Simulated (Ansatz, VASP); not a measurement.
**Two plane-wave programs on C**

Contents of INCAR:

```
SYSTEM = C
  PREC = Accurate
  ENCUT = 520
  EDIFF = 1E-7
  ISMEAR = 0
  SIGMA = 0.01
  LREAL = .FALSE.
  LASPH = .TRUE.
  NELM = 60
  ALGO = Normal
  ISIF = 2
  LWAVE = .FALSE.
  LCHARG = .FALSE.
  GGA = PE
  NBANDS = 36
```

KPOINTS

```
Automatic mesh
0
G
  18 18 2
  0 0 0
```

POSCAR

```
C
1.0
    2.4665162745      0.0000000000      0.0000000000
   -1.2332581372      2.1360657526      0.0000000000
    0.0000000000      0.0000000000     25.7270084748
C
12
Direct
    0.0000000000      0.0000000000      0.9175619636
    0.3333333333      0.6666666667      0.9175585529
    0.0000000000      0.0000000000      0.7491081138
    0.3333333333      0.6666666667      0.7491047030
    0.6666666667      0.3333333333      0.2508952970
    0.0000000000      0.0000000000      0.2508918862
    0.6666666667      0.3333333333      0.0824414471
    0.0000000000      0.0000000000      0.0824380364
    0.3333333333      0.6666666667      0.5842286303
    0.6666666667      0.3333333333      0.5842252195
    0.3333333333      0.6666666667      0.4157747805
    0.6666666667      0.3333333333      0.4157713697
```

Input for Ansatz:

```yaml
crystal:
  lattice:
    - [2.4665162583, 0.0, 0.0]
    - [-1.2332581291, 2.1360657385, 0.0]
    - [0.0, 0.0, 25.727004119]
  atoms:
    - { symbol: C, position: [0.0, 0.0, 0.9175620076] }
    - { symbol: C, position: [0.3333333333, 0.6666666667, 0.9175586021] }
    - { symbol: C, position: [0.0, 0.0, 0.7491080646] }
    - { symbol: C, position: [0.3333333333, 0.6666666667, 0.749104659] }
    - { symbol: C, position: [0.6666666667, 0.3333333333, 0.250895341] }
    - { symbol: C, position: [0.0, 0.0, 0.2508919354] }
    - { symbol: C, position: [0.6666666667, 0.3333333333, 0.0824413979] }
    - { symbol: C, position: [0.0, 0.0, 0.0824379924] }
    - { symbol: C, position: [0.3333333333, 0.6666666667, 0.5842286743] }
    - { symbol: C, position: [0.6666666667, 0.3333333333, 0.5842252687] }
    - { symbol: C, position: [0.3333333333, 0.6666666667, 0.4157747313] }
    - { symbol: C, position: [0.6666666667, 0.3333333333, 0.4157713257] }
basis:
  ecutwfc: 420
kpoints:
  mp_grid: { grid: [18, 18, 2] }
hamiltonian:
  xc: pbe
scf:
  occupations: { method: gaussian, width: 0.01 }
output:
  forces: true
  stress: true
  eigenvalues: true
```

Alike in both runs: task single point; functional PBE; k mesh 18 × 18 × 2; occupations gaussian, width 0.01 eV; no spin polarisation.

|  | VASP | Ansatz |
| --- | --- | --- |
| version | VASP 6.6.1 | Ansatz 0.2.0 |
| potentials or method | VASP PAW PBE potentials, release 64 (C), cutoff 520 eV | scalar-relativistic, plane waves, PAW |
| valence electrons in the cell | 48 | 48 |

```tsv
	VASP	Ansatz	Ansatz less VASP
gap on the k mesh at the Fermi level (eV)	0.07	0.07	0.000
least direct gap on the mesh (eV)	0.07	0.07	0.000
pressure (GPa)	0.4	0.0	-0.35
traceless stress, the component that is largest in VASP (GPa)	-0.38	0.03	+0.413
```
